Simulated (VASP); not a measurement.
A run of VASP 6.6.1:

INCAR

```
SYSTEM = Mo
ALGO = Fast ; EDIFF = 1E-6
ENCUT = 520 ; GGA = PS
ISIF = 2 ; ISMEAR = 0
LASPH = .True. ; LCHARG = .True.
LELF = .True. ; LREAL = .False.
LVHAR = .True. ; LWAVE = .False.
NBANDS = 21 ; NELM = 60
PREC = Accurate ; SIGMA = 0.15
```

KPOINTS

```
k-points
0
Gamma
  24 24 14
  0 0 0
```

File POSCAR:

```
Mo
1.0
   -1.5646534271      1.5646534271      1.5646534271
    1.5646534271     -1.5646534271      1.5646534271
    3.1293068543      3.1293068543      0.0000000000
Mo
2
Direct
   -0.0958678755     -0.0958678755      0.0000000000
    0.5958678755      0.5958678755      0.5000000000
```

Potentials or basis: VASP PAW PBE potentials, release 64 (Mo_sv).

Launch:

```console
$ cat potpaw_PBE.64/Mo_sv/POTCAR > POTCAR
$ mpirun -np 1 vasp_std > vasp.out
```

Hardware: 1 thread of Oxide Virtual Turin-like Processor, on a shared host.

**Question.** How long does it take, and how much memory?

**Answer.** It took 11 min on 1 thread of Oxide Virtual Turin-like Processor, on a shared host, peak memory 0.64 GiB. Counts: scf iterations 13, k points 1256.
